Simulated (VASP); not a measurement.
Set up this calculation in VASP 6.6.1, as the native input.

- Task: single point
- Functional: PBE
- Potentials or basis: VASP PAW PBE potentials, release 64 (Ba_sv, Ti_sv, O)
- Cutoff: 520 eV
- k mesh: 6 × 6 × 6
- Occupations: gaussian, width 0.01 eV
- Spin: no spin polarisation
- Hubbard terms: Ti d U = 5.0 eV
- Dipole correction: no
- Further INCAR settings: ALGO = Normal; EDIFF = 1e-06; NBANDS = 28

The structure of BaTiO3 lies in POSCAR:

```
BaTiO3
1.0
    4.0060000000      0.0000000000      0.0000000000
    0.0000000000      4.0060000000      0.0000000000
    0.0000000000      0.0000000000      4.0060000000
Ba Ti O
1 1 3
Direct
    0.5000000000      0.5000000000      0.5000000000
    0.0000000000      0.0000000000      0.0000000000
    0.5000000000      0.0000000000      0.0000000000
    0.0000000000      0.5000000000      0.0000000000
    0.0000000000      0.0000000000      0.5000000000
```

One way to write it, as run:

INCAR

```
ALGO     = Normal         # electronic algorithm
EDIFF    = 1E-6           # SCF threshold, eV
ENCUT    = 520            # plane-wave cutoff, eV
GGA      = PE             # functional
ISIF     = 2              # what is computed and relaxed
ISMEAR   = 0              # smearing method
LASPH    = T              # aspherical terms in the spheres
LCHARG   = F              # write CHGCAR
LDAU     = T              # DFT+U
LDAUJ    = 0 0 0        
LDAUL    = -1 2 -1        # shell
LDAUPRINT= 1            
LDAUTYPE = 2            
LDAUU    = 0 5 0          # U, eV
LMAXMIX  = 4              # l up to which the mixer works
LREAL    = F              # projectors in reciprocal space
LWAVE    = F              # write WAVECAR
NBANDS   = 28             # bands
NELM     = 150            # most SCF steps
PREC     = Accurate       # precision mode
SIGMA    = 0.01           # smearing width, eV
```

KPOINTS

```
k-points
0
Gamma
  6 6 6
```

Potentials or basis: VASP PAW PBE potentials, release 64 (Ba_sv, Ti_sv, O).

Launch:

```sh
$ cat potpaw_PBE.64/Ba_sv/POTCAR potpaw_PBE.64/Ti_sv/POTCAR potpaw_PBE.64/O/POTCAR > POTCAR
$ mpirun -np 1 vasp_std > vasp.out
```

Results of the run:

The pressure is 7.4 GPa and the band gap on the k mesh is 2.34 eV (least direct gap 2.54 eV).

Caveat: the cell stands under pressure; spin-orbit coupling is left out, which moves the levels of the heavy elements.

It took 60 s on 1 thread of Intel Xeon 8259CL, on a shared host, peak memory 0.19 GiB.
